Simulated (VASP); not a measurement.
# TaN (P6/mmm) in VASP: further runs

The runs below take TaN through electric field gradients, with PBE.

Everything below comes from runs of VASP 6.6.1. Logs are shortened: lines on timing, memory, paths and dates and some standing lists are left out, and cuts for length are marked.

### Step 1. The cell of the first run

The structure is hexagonal, space group P6/mmm (No. 191). The conventional cell has a = 5.079 Å, b = 5.079 Å, c = 2.849 Å, α = 90.00°, β = 90.00°, γ = 120.00°. Within 3.4 Å of Ta (site symmetry 6/mmm) lie 6 N at 2.54 Å and 14 Ta at 2.85 to 3.26 Å. Ta (site symmetry -6m2) has 6 N at 2.04 Å within 2.7 Å. Within 2.7 Å of N (site symmetry mmm) lie 6 Ta at 2.04 to 2.54 Å and 4 N at 2.54 Å.

### Step 2. Electric field gradients, PBE (10.61 Å³/atom)

File INCAR:

```
SYSTEM = TaN
PREC     = Accurate       ! precision mode
ENCUT    = 520            ! plane-wave cutoff, eV
EDIFF    = 1E-8           ! SCF threshold, eV
ISMEAR   = -1             ! smearing method
SIGMA    = 0.03           ! smearing width, eV
LREAL    = .False.        ! projectors in reciprocal space
LASPH    = .True.         ! aspherical terms in the spheres
NELM     = 120            ! most SCF steps
ALGO     = Normal         ! electronic algorithm
ISIF     = 2              ! what is computed and relaxed
LWAVE    = .False.        ! write WAVECAR
LCHARG   = .False.        ! write CHGCAR
GGA      = PE             ! functional
LEFG     = .True.       
NBANDS   = 36             ! bands
GGA_COMPAT= .False.
```

File KPOINTS:

```
regular mesh
0
Gamma
  5 5 8
  0 0 0
```

File POSCAR:

```
TaN
1.0
    5.0791532447      0.0000000000      0.0000000000
   -2.5395766223      4.3986757396      0.0000000000
    0.0000000000      0.0000000000      2.8486364041
Ta N
3 3
Direct
    0.0000000000      0.0000000000      0.0000000000
    0.3333333333      0.6666666667      0.5000000000
    0.6666666667      0.3333333333      0.5000000000
    0.5000000000      0.0000000000      0.0000000000
    0.5000000000      0.5000000000      0.0000000000
    0.0000000000      0.5000000000      0.0000000000
```

Potentials or basis: VASP PAW PBE potentials, release 64 (Ta_sv_GW, N).

On the command line:

```console
$ cat potpaw_PBE.64/Ta_sv_GW/POTCAR potpaw_PBE.64/N/POTCAR > POTCAR
$ mpirun -np 1 vasp_std > vasp.out
```

OUTCAR:

```text
SYSTEM = TaN
   PREC = Accurate
   ENCUT = 520
   EDIFF = 1E-8
   ISMEAR = -1
   LREAL = .False.
   LASPH = .True.
   NELM = 120
   ISIF = 2
   GGA = PE

 ion  position               nearest neighbor table
   1  0.000  0.000  0.000-   6 2.54   6 2.54   4 2.54   4 2.54   5 2.54   5 2.54   3 3.26   3 3.26
                             2 3.26   2 3.26   2 3.26   3 3.26   2 3.26   3 3.26   2 3.26   3 3.26
   2  0.333  0.667  0.500-   4 2.04   4 2.04   6 2.04   6 2.04   5 2.04   5 2.04   3 2.93   3 2.93
                             3 2.93   1 3.26   1 3.26   1 3.26   1 3.26   1 3.26   1 3.26
   3  0.667  0.333  0.500-   4 2.04   4 2.04   6 2.04   6 2.04   5 2.04   5 2.04   2 2.93   2 2.93
                             2 2.93   1 3.26   1 3.26   1 3.26   1 3.26   1 3.26   1 3.26
   4  0.500  0.000  0.000-   2 2.04   3 2.04   2 2.04   3 2.04   1 2.54   1 2.54
   5  0.500  0.500  0.000-   2 2.04   3 2.04   2 2.04   3 2.04   1 2.54   1 2.54
   6  0.000  0.500  0.000-   2 2.04   3 2.04   2 2.04   3 2.04   1 2.54   1 2.54

  LATTYP: Found a hexagonal cell.
 ALAT       =     5.0791532447
 C/A-ratio  =     0.5608486822

  Lattice vectors:

 A1 = (   5.0791532447,   0.0000000000,   0.0000000000)
 A2 = (  -2.5395766223,   4.3986757396,   0.0000000000)
 A3 = (   0.0000000000,   0.0000000000,   2.8486364041)

Analysis of symmetry for initial positions (statically):
=====================================================================
 Subroutine PRICEL returns:
 Original cell was already a primitive cell.

 Routine SETGRP: Setting up the symmetry group for a
 hexagonal supercell.

 Subroutine GETGRP returns: Found 24 space group operations
 (whereof 24 operations were pure point group operations)
 out of a pool of 24 trial point group operations.

The static configuration has the point symmetry D_6h.

Analysis of symmetry for dynamics (positions and initial velocities):
=====================================================================
 Subroutine PRICEL returns:
 Original cell was already a primitive cell.

 Routine SETGRP: Setting up the symmetry group for a
 hexagonal supercell.

 Subroutine GETGRP returns: Found 24 space group operations
 (whereof 24 operations were pure point group operations)
 out of a pool of 24 trial point group operations.

The dynamic configuration has the point symmetry D_6h.

 Subroutine INISYM returns: Found 24 space group operations
 (whereof 24 operations are pure point group operations),
 and found     1 'primitive' translations

----------------------------------------------------------------------------------------

                                     Primitive cell

  volume of cell :      63.6429

  direct lattice vectors                    reciprocal lattice vectors
     5.079153245  0.000000000  0.000000000     0.196883211  0.113670575  0.000000000
    -2.539576622  4.398675740  0.000000000     0.000000000  0.227341150  0.000000000
     0.000000000  0.000000000  2.848636404     0.000000000  0.000000000  0.351045152

  length of vectors
     5.079153245  5.079153245  2.848636404     0.227341150  0.227341150  0.351045152

  position of ions in fractional coordinates (direct lattice)
     0.000000000  0.000000000  0.000000000
     0.333333333  0.666666667  0.500000000
     0.666666667  0.333333333  0.500000000
     0.500000000  0.000000000  0.000000000
     0.500000000  0.500000000  0.000000000
     0.000000000  0.500000000  0.000000000

  ion indices of the primitive-cell ions
   primitive index   ion index
                 1           1
                 2           2
                 3           3
                 4           4
                 5           5
                 6           6

----------------------------------------------------------------------------------------

 KPOINTS: regular mesh

Automatic generation of k-mesh.
 Grid dimensions read from file:
 generate k-points for:    5    5    8

 Generating k-lattice:

  Cartesian coordinates                     Fractional coordinates (reciprocal lattice)
     0.039376642  0.022734115  0.000000000     0.200000000  0.000000000  0.000000000
     0.000000000  0.045468230  0.000000000     0.000000000  0.200000000  0.000000000
     0.000000000  0.000000000  0.043880644     0.000000000  0.000000000  0.125000000

  Length of vectors
     0.045468230  0.045468230  0.043880644

  Shift w.r.t. Gamma in fractional coordinates (k-lattice)
     0.000000000  0.000000000  0.000000000

 Subroutine IBZKPT returns following result:
 ===========================================

 Found     25 irreducible k-points:

 Following reciprocal coordinates:
            Coordinates               Weight
  0.000000  0.000000  0.000000      1.000000
  0.200000  0.000000  0.000000      6.000000
  0.400000  0.000000  0.000000      6.000000
  0.200000  0.200000  0.000000      6.000000
  0.400000  0.200000  0.000000      6.000000
  0.000000  0.000000  0.125000      2.000000
[... 16 lines left out ...]
  0.400000  0.000000  0.500000      6.000000
  0.200000  0.200000  0.500000      6.000000
   k-points           NKPTS =     25   k-points in BZ     NKDIM =     25   number of bands    NBANDS=     36
   number of dos      NEDOS =    301   number of ions     NIONS =      6
   total plane-waves  NPLWV =  38400
   dimension x,y,z NGX =    40 NGY =   40 NGZ =   24
   dimension x,y,z NGXF=    80 NGYF=   80 NGZF=   48
   ions per type =               3   3
   NGX,Y,Z   is equivalent  to a cutoff of  13.09, 13.09, 14.01 a.u.
   NGXF,Y,Z  is equivalent  to a cutoff of  26.18, 26.18, 28.01 a.u.
 SYSTEM =  TaN
   PREC   = accura    normal or accurate (medium, high low for compatibility)
   ISTART =      0    job   : 0-new  1-cont  2-samecut
   ICHARG =      2    charge: 1-file 2-atom 10-const
   ISPIN  =      1    spin polarized calculation?
   LNONCOLLINEAR =      F non collinear calculations
   LSORBIT =      F    spin-orbit coupling
   LASPH  =      T    aspherical Exc in radial PAW
   ENCUT  =  520.0 eV  38.22 Ry    6.18 a.u.   9.44  9.44  5.30*2*pi/ulx,y,z
   NELM   =    120;   NELMIN=  2; NELMDL= -5     # of ELM steps
   EDIFF  = 0.1E-07   stopping-criterion for ELM
   LREAL  =      F    real-space projection
   EDIFFG = 0.1E-06   stopping-criterion for IOM
   NSW    =      0    number of steps for IOM
   IBRION =     -1    ionic relax: 0-MD 1-quasi-New 2-CG
   NFREE  =      0    steps in history (QN), initial steepest desc. (CG)
   ISIF   =      2    stress and relaxation
   ISYM   =      2    0-nonsym 1-usesym 2-fastsym
   POTIM  = 0.5000    time-step for ionic-motion
   TEBEG  =    0.0;   TEEND  =   0.0 temperature during run
   PSTRESS=    0.0 pullay stress
   NELECT =      54.0000    total number of electrons
   NUPDOWN=      -1.0000    fix difference up-down
   EMIN   =  10.00;   EMAX   =-10.00  energy-range for DOS
   EFERMI =   0.00;   METHOD = LEGACY
   ISMEAR =    -1;   SIGMA  =   0.03  broadening in eV -4-tet -1-fermi 0-gaus
   EFERMI_NEDOS =   21; number of points for ismear=-14 and -15
   IALGO  =     38    algorithm
   IMIX   =      4    mixing-type and parameters
     AMIX     =   0.40;   BMIX     =  1.00
     AMIX_MAG =   1.60;   BMIX_MAG =  1.00
  volume/ion in A,a.u.               =      10.61        71.58
  Fermi-wavevector in a.u.,A,eV,Ry     =   1.549849  2.928789 32.681619  2.402031
  Thomas-Fermi vector in A             =   2.654597
   LORBIT       =      0    0 simple, 1 ext, 2 COOP (PROOUT), +10 PAW based schemes
   GGA     = PE    functional components
   LHFCALC =     F    Hartree Fock is set to
   AEXX    =    0.0000 exact exchange contribution
   IVDW    =     0    specifies the selected vdW correction
   LEPSILON=     F    determine dielectric tensor
   LRPA    =     F    only Hartree local field effects (RPA)
 non-spin polarized calculation
  energy-cutoff  :      520.00
  volume of cell :       63.64
 maximum number of plane-waves:      1751
 NGX is ok and might be reduce to    40
   NGX = 19   NGY = 19   NGZ = 11

 number of electron      53.9999996 magnetization

 Free energy of the ion-electron system (eV)
  ---------------------------------------------------
  ext. energy  EPLUGINS =         0.00000000
  ---------------------------------------------------
  free energy    TOTEN  =       -71.74029180 eV

  energy without entropy =      -71.73677921  energy(sigma->0) =      -71.73853551

 E-fermi :  13.1981     XC(G=0): -13.7357

 val. band max:       13.1353907848   @ k =   0.2000   0.0000   0.3750
 cond. band min:      13.2108418256   @ k =   0.0000   0.0000   0.3750
 fundamental gap:      0.0754510408
 Fermi energy:        13.1981201930

 k-point     1 :       0.0000    0.0000    0.0000
  band No.  band energies     occupation
      1     -55.9972      2.00000
      2     -55.9315      2.00000
      3     -55.6934      2.00000
      4     -23.0105      2.00000
      5     -23.0105      2.00000
      6     -22.5533      2.00000
[... 28 lines left out ...]
     35      16.7390      0.00000
     36      17.0812      0.00000

 k-point     2 :       0.2000    0.0000    0.0000
  band No.  band energies     occupation
      1     -55.9913      2.00000
      2     -55.9369      2.00000
      3     -55.6937      2.00000
      4     -23.0497      2.00000
      5     -22.9910      2.00000
      6     -22.5053      2.00000
[... 28 lines left out ...]
     35      16.9107      0.00000
     36      17.0115      0.00000
[... 817 lines left out ...]
     35      17.7292      0.00000
     36      19.3388      0.00000

 k-point    24 :       0.2000    0.2000    0.5000
  band No.  band energies     occupation
      1     -55.9184      2.00000
      2     -55.8851      2.00000
      3     -55.6450      2.00000
      4     -23.3900      2.00000
      5     -23.2154      2.00000
      6     -22.8457      2.00000
[... 28 lines left out ...]
     35      17.5177      0.00000
     36      19.0461      0.00000

 [... further k-points ...]
[... 5 lines left out ...]
  --------------------------------------------------------------------------------------
  -------------------------------------------------------------------------------------
  Total       12.3962177     12.3962177     16.3283228      0.0000000      0.0000000      0.0000000
  in kB      312.0681833    312.0681833    411.0568357      0.0000000      0.0000000      0.0000000
  external PRESSURE =     345.0644008 kB  Pullay stress =       0.0000000 kB

 VOLUME and BASIS-vectors are now :
 -----------------------------------------------------------------------------
  energy-cutoff  :      520.00
  volume of cell :       63.64
      direct lattice vectors                 reciprocal lattice vectors
     5.079153245  0.000000000  0.000000000     0.196883211  0.113670575  0.000000000
    -2.539576622  4.398675740  0.000000000     0.000000000  0.227341150  0.000000000
     0.000000000  0.000000000  2.848636404     0.000000000  0.000000000  0.351045152

 POSITION                                       TOTAL-FORCE (eV/Angst)
 -----------------------------------------------------------------------------------
      0.00000      0.00000      0.00000        -0.000000      0.000000      0.000000
     -0.00000      2.93245      1.42432         0.000000     -0.000000      0.000000
      2.53958      1.46623      1.42432        -0.000000      0.000000      0.000000
      2.53958      0.00000      0.00000        -0.000000      0.000000      0.000000
      1.26979      2.19934      0.00000        -0.000000      0.000000      0.000000
     -1.26979      2.19934      0.00000        -0.000000      0.000000      0.000000
 -----------------------------------------------------------------------------------
    total drift:                               -0.000000      0.000000      0.000000

  FREE ENERGIE OF THE ION-ELECTRON SYSTEM (eV)
  ---------------------------------------------------
  free  energy   TOTEN  =       -71.7402917976 eV

  energy  without entropy=      -71.7367792128  energy(sigma->0) =      -71.73853551

 Electric field gradients (V/A^2)
---------------------------------------------------------------------
 ion       V_xx      V_yy      V_zz      V_xy      V_xz      V_yz
---------------------------------------------------------------------
   1     210.573   210.574  -421.147     0.001    -0.000    -0.000
   2     214.309   214.309  -428.618    -0.000     0.000    -0.000
   3     214.309   214.309  -428.618    -0.000     0.000    -0.000
   4      35.375   -29.923    -5.452     0.000     0.000     0.000
   5     -13.599    19.051    -5.452    28.276     0.000    -0.000
   6     -13.599    19.051    -5.452   -28.275    -0.000    -0.000
---------------------------------------------------------------------

 Electric field gradients after diagonalization (V/A^2)
 (convention: |V_zz| > |V_xx| > |V_yy|)
----------------------------------------------------------------------
 ion       V_xx      V_yy      V_zz     asymmetry (V_yy - V_xx)/ V_zz
----------------------------------------------------------------------
   1     210.574   210.573  -421.147       0.000
   2     214.309   214.308  -428.618       0.000
   3     214.309   214.308  -428.618       0.000
   4     -29.923    -5.452    35.375       0.692
   5     -29.925    -5.452    35.377       0.692
   6     -29.923    -5.452    35.375       0.692
----------------------------------------------------------------------

           NMR quadrupolar parameters

 Cq : quadrupolar parameter    Cq=e*Q*V_zz/h
 eta: asymmetry parameters     (V_yy - V_xx)/ V_zz
 Q  : nuclear electric quadrupole moment in mb (millibarn)
----------------------------------------------------------------------
 ion       Cq(MHz)       eta       Q (mb)
----------------------------------------------------------------------
   1      -1.018       0.000       1.000
   2      -1.036       0.000       1.000
   3      -1.036       0.000       1.000
   4       0.086       0.692       1.000
   5       0.086       0.692       1.000
   6       0.086       0.692       1.000
----------------------------------------------------------------------
```

It took 99 s on 1 thread of Intel Xeon Platinum 8259CL at 2.50GHz (Skylake/Cascade Lake), shared host; peak memory 0.21 GiB.

What came out:

- Free energy: -71.7403 eV
- Pressure: 34.5 GPa
- Band gap on the k mesh: zero (bands 27 and 28 overlap by 2.35 eV)
- Largest electric field gradient by atom: Ta -421.1, -428.6 (each value once); N +35.4 V/Å²

Levels at points of the mesh, in eV from the Fermi level:
| k point | band 25 | band 26 | band 27 | band 28 | band 29 | band 30 |
| --- | --- | --- | --- | --- | --- | --- |
| (0.00, 0.00, 0.00) | -2.76 | -2.24 | -1.40 | -1.40 | 0.84 | 0.84 |
| (0.00, 0.00, 0.50) | -3.34 | -2.14 | 0.95 | 0.95 | 1.55 | 2.03 |

Electric field gradients, principal values (V/Å²):
| atom | least | middle | greatest (by size) |
| --- | --- | --- | --- |
| 1 Ta | 210.573 | 210.574 | -421.147 |
| 2 Ta | 214.308 | 214.309 | -428.618 |
| 3 Ta | 214.308 | 214.309 | -428.618 |
| 4 N | -5.452 | -29.923 | 35.375 |
| 5 N | -5.452 | -29.925 | 35.377 |
| 6 N | -5.452 | -29.923 | 35.375 |

Caveat: the stress differs along the axes, from 31 to 41 GPa; without QUAD_EFG the Cq values of the log hold for a quadrupole moment of 1 mb, not for the nuclei; spin-orbit coupling is left out, which moves the levels of the heavy elements.

(Continued in part 2 of 2.)

The gap in the log of VASP goes by the Fermi energy; the results here count the filled bands.